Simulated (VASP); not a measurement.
Here is a VASP 6.6.1 calculation.

INCAR

```
SYSTEM = Cu
PREC = Accurate ; ENCUT = 520
EDIFF = 1E-6 ; ISMEAR = 0
SIGMA = 0.1 ; LREAL = .FALSE.
LASPH = .TRUE. ; NELM = 100
ALGO = Fast ; ISIF = 2
LWAVE = .FALSE. ; LCHARG = .FALSE.
GGA = PS ; NBANDS = 30
```

Contents of KPOINTS:

```
regular mesh
0
G
  24 24 6
  0 0 0
```

File POSCAR:

```
Cu
1.0
    2.4820014513      0.0000000000      0.0000000000
   -1.2410007256      2.1494763091      0.0000000000
    0.0000000000      0.0000000000      8.3217868776
Cu
4
Direct
    0.0000000000      0.0000000000      0.0000000000
    0.3333333333      0.6666666667      0.2500000000
    0.0000000000      0.0000000000      0.5000000000
    0.6666666667      0.3333333333      0.7500000000
```

Potentials or basis: VASP PAW PBE potentials, release 64 (Cu).

Run with:

```sh
$ cat potpaw_PBE.64/Cu/POTCAR > POTCAR
$ mpirun -np 1 vasp_std > vasp.out
```

Problem. Predict the band gap on the k mesh.

Solution. Zero (band 22 reaches 11.81 eV, above the bottom of band 23 at 6.34 eV).

Problem. Estimate the pressure.

Solution. 4.4 GPa.

Stress tensor (GPa, compression positive):
```
6.22 0.00 0.00
0.00 6.22 0.00
0.00 0.00 0.83
```

Caveat: the cell differs from its parent crystal (biaxial strain in the a-b plane: -1.5 %, then relaxed in part); the PAW data sets were made with another functional, which shifts forces and pressure a little.
